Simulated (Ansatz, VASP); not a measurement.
**ScSi3: VASP beside Ansatz**

```
CELL_PARAMETERS angstrom
5.09950 0.00000 0.00000
0.00000 5.09950 0.00000
0.00000 0.00000 5.09950
ATOMIC_POSITIONS crystal
Sc 0.00000 0.00000 0.00000
Sc 0.50000 0.50000 0.50000
Si 0.00000 0.50000 0.25000
Si 0.00000 0.50000 0.75000
Si 0.25000 0.00000 0.50000
Si 0.75000 0.00000 0.50000
Si 0.50000 0.75000 0.00000
Si 0.50000 0.25000 0.00000
```

Alike in both runs: task relaxation of cell and atoms; functional PBE; k mesh 8 × 8 × 8; occupations gaussian, width 0.1 eV; no spin polarisation.

|  | VASP | Ansatz |
| --- | --- | --- |
| version | VASP 6.6.1 | Ansatz 0.2.0 |
| potentials or method | VASP PAW PBE potentials, release 64 (Sc_sv, Si), cutoff 500 eV | scalar-relativistic, plane waves, PAW |
| valence electrons in the cell | 46 | 46 |

Ansatz gave:

```
gap on the k mesh at the Fermi level, each at its own relaxed structure (eV) : none
relaxed volume (Å³/atom)                                                     : 16.26
relaxed cell length with the largest relative difference (Å)                 : 5.066
```

Problem. Which values does VASP return?

Solution. gap on the k mesh at the Fermi level, each at its own relaxed structure (eV): none; relaxed volume (Å³/atom): 16.27; relaxed cell length with the largest relative difference (Å): 5.068.

A gap of «none» marks a metal or a gap that the smearing closes.
